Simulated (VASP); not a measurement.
Wanted: the native input for a VASP 6.6.1 run.

- Task: relaxation of cell and atoms
- Functional: LDA
- Potentials or basis: VASP PAW LDA potentials, release 64 (Mo_sv, S)
- Cutoff: 600 eV
- k mesh: 12 × 12 × 12
- Occupations: gaussian, width 0.02 eV
- Spin: no spin polarisation
- Further INCAR settings: ALGO = Normal; EDIFF = 1e-07; IBRION = 2; EDIFFG = -0.005; NSW = 90; ISIF = 3

The structure of MoS2 lies in POSCAR:

```
MoS2
1.0
    1.5921519200      0.9192293400      6.4820983800
   -1.5921519200      0.9192293400      6.4820983800
    0.0000000000     -1.8384586700      6.4820983800
Mo S
1 2
Direct
    0.0002249600      0.0002249600      0.0002249600
    0.5870697800      0.5870697800      0.5870697800
    0.7467042600      0.7467042600      0.7467042600
```

These files were run (other wordings do the same):

INCAR

```
PREC = Accurate
ENCUT = 600
EDIFF = 1E-7
ISMEAR = 0
SIGMA = 0.02
LREAL = F
LASPH = T
NELM = 80
ALGO = Normal
ISIF = 3
LWAVE = F
LCHARG = F
IBRION = 2
NSW = 90
EDIFFG = -0.005
```

KPOINTS

```
regular mesh
0
Gamma
  12 12 12
```

Potentials or basis: VASP PAW LDA potentials, release 64 (Mo_sv, S).

The run is started by

```bash
$ cat potpaw_LDA.64/Mo_sv/POTCAR potpaw_LDA.64/S/POTCAR > POTCAR
$ mpirun -np 1 vasp_std > vasp.out
```

Results of the run:

| Property | Result |
| --- | --- |
| Relaxed volume | 16.93 Å³/atom |
| Relaxed cell | a = 6.262 Å, b = 6.262 Å, c = 6.262 Å, α = 28.92°, β = 28.92°, γ = 28.92° |
| Space group after relaxing (to 0.1 Å) | R3m (No. 160) |
| Energy gained by relaxing | 23.8 meV/atom |
| Ionic steps | 14 |
| Pressure after relaxing | 0.0 GPa |
| Largest force after relaxing | 0.005 eV/Å |
| Band gap on the k mesh | 0.75 eV (least direct gap 1.84 eV) |

Wall time 73 min on 1 thread of Intel(R) Xeon(R) Platinum 8488C (Sapphire Rapids) (shared host), peak memory 0.49 GiB.
